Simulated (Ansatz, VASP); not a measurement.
## One calculation of CdTe, two programs

The input INCAR:

```
ALGO = Normal
EDIFF = 1E-6
ENCUT = 520
GGA = PE
ISIF = 2
ISMEAR = 0
IVDW = 13
LASPH = T
LCHARG = F
LREAL = F
LWAVE = F
NBANDS = 16
NELM = 100
PREC = Accurate
SIGMA = 0.05
```

Contents of KPOINTS:

```
k-points
0
Gamma
  6 6 6
```

POSCAR

```
CdTe
1.0
    0.0000000000      3.2793749234      3.2793749234
    3.2793749234      0.0000000000      3.2793749234
    3.2793749234      3.2793749234      0.0000000000
Cd Te
1 1
Direct
    0.0000000000      0.0000000000      0.0000000000
    0.2500000000      0.2500000000      0.2500000000
```

Input for Ansatz:

```yaml
crystal:
  lattice:
    - [0.0, 3.2793749234, 3.2793749234]
    - [3.2793749234, 0.0, 3.2793749234]
    - [3.2793749234, 3.2793749234, 0.0]
  atoms:
    - { symbol: Cd, position: [0.0, 0.0, 0.0] }
    - { symbol: Te, position: [0.25, 0.25, 0.25] }
basis:
  ecutwfc: 420
  ecutrho_ratio: 4
kpoints:
  mp_grid: { grid: [6, 6, 6] }
hamiltonian:
  xc: pbe
  dispersion: d4
scf:
  occupations: { method: gaussian, width: 0.05 }
output:
  forces: true
  stress: true
  eigenvalues: true
```

Alike in both runs: task single point; functional PBE; dispersion D4; k mesh 6 × 6 × 6; occupations gaussian, width 0.05 eV; no spin polarisation.

```csv
,VASP,Ansatz
version,VASP 6.6.1,Ansatz 0.2.0
potentials or method,"VASP PAW PBE potentials, release 64 (Cd, Te), cutoff 520 eV","scalar-relativistic, plane waves, PAW"
valence electrons in the cell,18,36
```

```tsv
	VASP	Ansatz	Ansatz less VASP
gap on the k mesh at the Fermi level (eV)	0.66	0.66	+0.002
least direct gap on the mesh (eV)	0.66	0.66	+0.002
pressure (GPa)	-0.6	-0.8	-0.12
```

VASP's potentials hold 18 valence electrons a cell and Ansatz's 36, so a difference there can come from the potentials and not from the codes.

Neither program's run includes spin-orbit coupling.
